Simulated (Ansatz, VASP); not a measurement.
## One calculation of GaSb, two programs

```
Sb Ga
1.0
     0.00000    3.01766    3.01766
     3.01766    0.00000    3.01766
     3.01766    3.01766    0.00000
Sb Ga
1 1
Direct
  0.75000 0.75000 0.75000
  0.00000 0.00000 0.00000
```

Alike in both runs: task single point; functional BHLYP; k mesh 4 × 4 × 4; occupations fermi-dirac, width 0.05 eV; no spin polarisation.

|  | VASP | Ansatz |
| --- | --- | --- |
| version | VASP 6.6.1 | Ansatz 0.2.0 |
| potentials or method | VASP PAW PBE potentials, release 64 (Sb, Ga_d) | Ansatz PAW |
| plane-wave cutoff (eV) | 520 | 420 |
| valence electrons in the cell | 18 | 28 |

Ansatz gave:

```
gap on the k mesh at the Fermi level (eV) : 3.24
least direct gap on the mesh (eV)         : 3.35
pressure (GPa)                            : 4.4
```

Task: Estimate VASP's values.

Result: gap on the k mesh at the Fermi level (eV): 3.60; least direct gap on the mesh (eV): 3.73; pressure (GPa): 2.0.

VASP's potentials were made for PBE, not for BHLYP. One of these differences is far larger than is usual between the two programs; its cause wasn't traced. VASP's potentials hold 18 valence electrons a cell and Ansatz's 28, so a difference there can come from the potentials and not from the codes.

The k mesh is coarse, so the values compare programs but aren't converged. Neither program's run includes spin-orbit coupling.
